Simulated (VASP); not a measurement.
## CuI (Marshite): single point with PBE

CuI (Marshite):

```xyz
2
Lattice="0.0000 2.9774 2.9774 2.9774 0.0000 2.9774 2.9774 2.9774 0.0000" Properties=species:S:1:pos:R:3 pbc="T T T"
Cu    1.4887    1.4887    1.4887
I     0.0000    0.0000    0.0000
```

This cell differs from its parent crystal: volume changed by -6%.

| Property | Result |
| --- | --- |
| Program | VASP 6.6.1 |
| Task | single point |
| Functional | PBE |
| Potentials or basis | VASP PAW PBE potentials, release 64 (Cu, I) |
| Cutoff | 520 eV |
| k mesh | 6 × 6 × 6 |
| Occupations | gaussian, width 0.01 eV |
| Spin | no spin polarisation |

```
Pressure               : 2.9 GPa
Band gap on the k mesh : 1.29 eV, direct
```

Levels at points of the mesh, in eV from the valence-band top:
| k point | band 7 | band 8 | band 9 | band 10 | band 11 | band 12 |
| --- | --- | --- | --- | --- | --- | --- |
| (0.00, 0.00, 0.00) | 0.00 | 0.00 | 0.00 | 1.29 | 4.81 | 4.81 |
| (0.50, 0.00, 0.00) | -2.01 | -0.80 | -0.80 | 2.20 | 5.37 | 5.37 |
| (0.50, 0.50, 0.00) | -1.99 | -1.69 | -1.69 | 2.60 | 2.87 | 9.57 |

Wall time 22 s on 1 thread of AMD EPYC 7R13, on a shared host, peak memory 0.15 GiB.

Caveat: spin-orbit coupling is left out, which moves the levels of the heavy elements.
